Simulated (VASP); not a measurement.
# Pt (Fm-3m) in VASP: notebook, part 2 of 2

VASP 6.6.1. The steps go on from the part before.

## (6) Relaxation of cell and atoms, LDA, target pressure 30 GPa, at which the enthalpy is minimised

This run uses another cell than the first one, of 15.06 Å³/atom.

File INCAR:

```
ALGO = Normal ; EDIFF = 1E-7
EDIFFG = -0.03 ; ENCUT = 500
GGA = CA ; GGA_COMPAT = F
IBRION = 2 ; ISIF = 3
ISMEAR = 0 ; LASPH = T
LCHARG = F ; LREAL = F
LWAVE = F ; NELM = 120
NELMIN = 4 ; NSW = 80
PREC = Accurate ; PSTRESS = 300.0
SIGMA = 0.05
```

File KPOINTS:

```
k-points
0
Gamma
  9 9 9
```

File POSCAR:

```
Pt
1.0
    0.0000000000      1.9600000000      1.9600000000
    1.9600000000      0.0000000000      1.9600000000
    1.9600000000      1.9600000000      0.0000000000
Pt
1
Direct
    0.0000000000      0.0000000000      0.0000000000
```

Potentials or basis: VASP PAW LDA potentials, release 64 (Pt).

Command:

```
$ cat potpaw_LDA.64/Pt/POTCAR > POTCAR
$ mpirun -np 1 vasp_std > vasp.out
```

OUTCAR:

```text
EDIFF = 1E-7
   EDIFFG = -0.03
   ENCUT = 500
   GGA = CA
   IBRION = 2
   ISIF = 3
   ISMEAR = 0
   LASPH = T
   LREAL = F
   NELM = 120
   NELMIN = 4
   NSW = 80
   PREC = Accurate
   PSTRESS = 300.0

 ion  position               nearest neighbor table
   1  0.000  0.000  0.000-

  LATTYP: Found a face centered cubic cell.
 ALAT       =     3.9200000000

  Lattice vectors:

 A1 = (   0.0000000000,   1.9600000000,   1.9600000000)
 A2 = (   1.9600000000,   0.0000000000,   1.9600000000)
 A3 = (   1.9600000000,   1.9600000000,   0.0000000000)

Analysis of symmetry for initial positions (statically):
=====================================================================
 Subroutine PRICEL returns:
[... 323 lines left out ...]
  ---------------------------------------------------
  free energy    TOTEN  =        -7.44107410 eV

  energy without entropy =       -7.43996998  energy(sigma->0) =       -7.44052204

 E-fermi :  13.2380     XC(G=0): -14.2688

 val. band max:       13.1861506449   @ k =   0.4444   0.4444   0.0000
 cond. band min:      13.2497778567   @ k =   0.4444   0.1111   0.0000
 fundamental gap:      0.0636272118
 Fermi energy:        13.2380121975

 k-point     1 :       0.0000    0.0000    0.0000
  band No.  band energies     occupation
      1       1.7772      2.00000
      2       8.7129      2.00000
      3       8.7129      2.00000
      4       8.7129      2.00000
      5      11.2950      2.00000
      6      11.2950      2.00000
      7      27.4491      0.00000
      8      32.9540      0.00000
      9      32.9540      0.00000
[... 265 lines left out ...]
 k-point    24 :       0.4444    0.4444    0.0000
  band No.  band energies     occupation
      1       4.9912      2.00000
      2       5.4908      2.00000
      3      13.1862      1.85759
      4      13.5344      0.00000
      5      13.5344      0.00000
      6      13.9529      0.00000
      7      24.3023      0.00000
      8      25.3014      0.00000
      9      25.3014      0.00000

 [... further k-points ...]
[... 5 lines left out ...]
  --------------------------------------------------------------------------------------
  -------------------------------------------------------------------------------------
  Total        2.5618362      2.5618362      2.5618362      0.0000000     -0.0000000      0.0000000
  in kB      300.6364650    300.6364650    300.6364650      0.0000000     -0.0000000      0.0000000
  external PRESSURE =       0.6364650 kB  Pullay stress =     300.0000000 kB
[... 20 lines left out ...]
  energy  without entropy=       -7.4399699831  energy(sigma->0) =       -7.44052204

  enthalpy is  TOTEN    =        -4.8846614675 eV   P V=        2.5564126340

 reached required accuracy - stopping structural energy minimisation
```

OSZICAR:

```text
N       E                     dE             d eps       ncg     rms          rms(c)
DAV:   1     0.324459034839E+02    0.32446E+02   -0.54572E+03   678   0.101E+03
DAV:   2    -0.755865832939E+01   -0.40005E+02   -0.38508E+02   677   0.181E+02
DAV:   3    -0.796123342356E+01   -0.40258E+00   -0.38980E+00   758   0.179E+01
[... 44 lines left out ...]
DAV:   3    -0.744106010258E+01    0.47146E-03   -0.21924E-03   664   0.412E-01    0.109E-01
DAV:   4    -0.744107427069E+01   -0.14168E-04   -0.73530E-05   737   0.677E-02    0.585E-03
DAV:   5    -0.744107397322E+01    0.29747E-06   -0.86205E-07   667   0.992E-03    0.209E-03
DAV:   6    -0.744107409531E+01   -0.12209E-06   -0.44956E-08   540   0.162E-03    0.297E-04
DAV:   7    -0.744107410143E+01   -0.61201E-08   -0.18384E-09   319   0.385E-04
   5 F= -.48846615E+01 E0= -.48841094E+01  d E =-.171829E+00
```

CONTCAR:

```text
Pt
   1.00000000000000
    -0.0000000000000000    1.8969829569143872    1.8969829569143872
     1.8969829569143872   -0.0000000000000000    1.8969829569143872
     1.8969829569143872    1.8969829569143872   -0.0000000000000000
  Pt
     1
Direct
     0.0000000000000000    0.0000000000000000    0.0000000000000000

  0.00000000E+00  0.00000000E+00  0.00000000E+00
```

Run time: 14 s. Hardware: 1 thread of Intel Xeon 6975P-C (Granite Rapids), shared host; peak memory 0.13 GiB.

Results:

```
Free energy                                                : -7.4411 eV
Relaxed volume                                             : 13.65 Å³/atom
Relaxed cell                                               : a = 2.683 Å, b = 2.683 Å, c = 2.683 Å, α = 60.00°, β = 60.00°, γ = 60.00°
Space group after relaxing (to 0.1 Å)                      : Fm-3m (No. 225)
Energy change on relaxing (the run minimises the enthalpy) : +91.5 meV/atom
Ionic steps                                                : 5
Pressure after relaxing                                    : 30.1 GPa
Band gap on the k mesh                                     : zero (bands 5 and 6 overlap by 2.46 eV)
```

Step by step:
```tsv
step	energy change (eV)	largest force (eV/Å)	pressure (GPa)	volume (Å³)
1	0.0000	0.0000	-5.65	15.06
2	6.4473	0.0000	578.49	8.87
3	0.0508	0.0000	22.02	13.90
4	0.0701	0.0000	26.05	13.77
5	0.0915	0.0000	30.06	13.65
```

Final structure:
```
Pt
1.0
     0.00000    1.89698    1.89698
     1.89698    0.00000    1.89698
     1.89698    1.89698    0.00000
Pt
1
Direct
  0.00000 0.00000 0.00000
```

Levels at points of the mesh, in eV from the Fermi level:
| k point | band 1 | band 2 | band 3 | band 4 | band 5 | band 6 | band 7 | band 8 | band 9 |
| --- | --- | --- | --- | --- | --- | --- | --- | --- | --- |
| (0.00, 0.00, 0.00) | -11.46 | -4.53 | -4.53 | -4.53 | -1.94 | -1.94 | 14.21 | 19.72 | 19.72 |

Caveat: the cell is relaxed towards a set pressure, so the run minimises the enthalpy, not the energy; spin-orbit coupling is left out, which moves the levels of the heavy elements.

## (7) The runs side by side

```csv
task,cell,gap on the mesh (eV),pressure (GPa)
single point,"a = 2.725 Å, angles 60.0°, 1 atom",none,10.9
relaxation of cell and atoms,"relaxed from a = 2.772 Å, angles 60.0°, 1 atom",none,-0.1
relaxation of cell and atoms,"relaxed to 10 GPa from a = 2.772 Å, angles 60.0°, 1 atom",none,9.7
relaxation of cell and atoms,"relaxed to 20 GPa from a = 2.772 Å, angles 60.0°, 1 atom",none,20.0
relaxation of cell and atoms,"relaxed to 30 GPa from a = 2.772 Å, angles 60.0°, 1 atom",none,30.1
```

Alike in all rows: level LDA; potentials or basis VASP PAW LDA potentials, release 64 (Pt); no spin polarisation; k mesh 9 × 9 × 9; cutoff (eV) 500; smearing gaussian 0.05 eV.

Caveats: spin-orbit coupling is left out, which moves the levels of the heavy elements; the cell is relaxed towards a set pressure, so the run minimises the enthalpy, not the energy (at least some runs); the cell stands under pressure (at least some runs).

Total energies depend on the potentials used, so only differences within one code and one set of settings carry meaning.
